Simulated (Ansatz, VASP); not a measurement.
**Two plane-wave programs on SrTiO3**

The input INCAR:

```
SYSTEM = SrTiO3
PREC     = Accurate       ! precision mode
ENCUT    = 520            ! plane-wave cutoff, eV
EDIFF    = 1E-6           ! SCF threshold, eV
ISMEAR   = 0              ! smearing method
SIGMA    = 0.05           ! smearing width, eV
LREAL    = .FALSE.        ! projectors in reciprocal space
LASPH    = .TRUE.         ! aspherical terms in the spheres
NELM     = 80             ! most SCF steps
ALGO     = Normal         ! electronic algorithm
ISIF     = 2              ! what is computed and relaxed
LWAVE    = .FALSE.        ! write WAVECAR
LCHARG   = .TRUE.         ! write CHGCAR
GGA      = PE             ! functional
LELF     = .TRUE.         ! ELF
LVHAR    = .TRUE.       
NBANDS   = 28             ! bands
```

Contents of KPOINTS:

```
regular mesh
0
G
  8 8 8
  0 0 0
```

Contents of POSCAR:

```
SrTiO3
1.0
    3.9364035682      0.0000000000      0.0000000000
    0.0000000000      3.9364035682      0.0000000000
    0.0000000000      0.0000000000      3.9364035682
Sr Ti O
1 1 3
Direct
   -0.0070231707      0.0089566827      0.0134122671
    0.4506416859      0.5380176345      0.5102528497
   -0.0074629023      0.4522234101      0.5149519759
    0.5254758638      0.0171000233      0.4506072147
    0.5383685232      0.4837022494      0.0107756926
```

Input for Ansatz:

```yaml
crystal:
  lattice:
    - [3.9364035682, 0.0, 0.0]
    - [0.0, 3.9364035682, 0.0]
    - [0.0, 0.0, 3.9364035682]
  atoms:
    - { symbol: Sr, position: [-0.0070231707, 0.0089566827, 0.0134122671] }
    - { symbol: Ti, position: [0.4506416859, 0.5380176345, 0.5102528497] }
    - { symbol: O, position: [-0.0074629023, 0.4522234101, 0.5149519759] }
    - { symbol: O, position: [0.5254758638, 0.0171000233, 0.4506072147] }
    - { symbol: O, position: [0.5383685232, 0.4837022494, 0.0107756926] }
basis:
  ecutwfc: 420
kpoints:
  mp_grid: { grid: [8, 8, 8] }
hamiltonian:
  xc: pbe
scf:
  occupations: { method: gaussian, width: 0.05 }
output:
  forces: true
  stress: true
  eigenvalues: true
```

Change from the starting cell: all atoms moved at random (sigma 0.1 Å a component).

Alike in both runs: task single point; functional PBE; k mesh 8 × 8 × 8; occupations gaussian, width 0.05 eV; no spin polarisation.

|  | VASP | Ansatz |
| --- | --- | --- |
| version | VASP 6.6.1 | Ansatz 0.2.0 |
| potentials or method | VASP PAW PBE potentials, release 64 (Sr_sv, Ti_sv, O), cutoff 520 eV | scalar-relativistic, plane waves, PAW |
| valence electrons in the cell | 40 | 40 |

VASP gave:

* gap on the k mesh at the Fermi level (eV): 2.18
* least direct gap on the mesh (eV): 2.75
* pressure (GPa): 1.1
* traceless stress, the component that is largest in VASP (GPa): -2.15
* rms of the force components (eV/Å): 1.046

Problem. What did Ansatz give for the same quantities?

Solution. gap on the k mesh at the Fermi level (eV): 2.20; least direct gap on the mesh (eV): 2.77; pressure (GPa): 0.4; traceless stress, the component that is largest in VASP (GPa): -2.21; rms of the force components (eV/Å): 1.050.

Atom by atom the forces differ by 0.028 eV/Å (rms over components).
